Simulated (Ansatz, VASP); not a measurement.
**Two plane-wave programs on C2N**

```
C N
1.0
     6.12274    0.00000    0.00000
    -3.06137    5.30244    0.00000
     0.00000    0.00000    2.49531
C N
4 2
Cartesian
  3.0614 1.7675 0.6238
  0.0000 3.5350 1.8715
  0.0000 0.0000 0.0000
  0.0000 0.0000 1.2477
  3.0614 1.7675 1.8715
  0.0000 3.5350 0.6238
```

Change from the starting cell: species swapped into the Pr2Tl type (P6_3/mmc, No. 194).

Alike in both runs: functional PBE; k mesh 6 × 6 × 4; occupations gaussian, width 0.1 eV; no spin polarisation.

Ansatz relaxed the structure, and its values are those at the end. VASP's run is a single point on that final structure, the one shown.

|  | VASP | Ansatz |
| --- | --- | --- |
| version | VASP 6.6.1 | Ansatz 0.2.0 |
| potentials or method | VASP PAW PBE potentials, release 64 (C, N), cutoff 520 eV | scalar-relativistic, plane waves, PAW |
| valence electrons in the cell | 26 | 26 |

Ansatz gave:

- gap on the k mesh at the Fermi level (eV): none
- pressure (GPa): 0.2

Which values does VASP return?

gap on the k mesh at the Fermi level (eV): none; pressure (GPa): -0.1.

A gap of «none» marks a metal or a gap that the smearing closes. With one functional, cell and mesh, what is left measures potentials, basis and numerics.

The k mesh is coarse, so the values compare programs but aren't converged. Noted on VASP's run: the standard files for N, O and F lose accuracy on very short bonds.
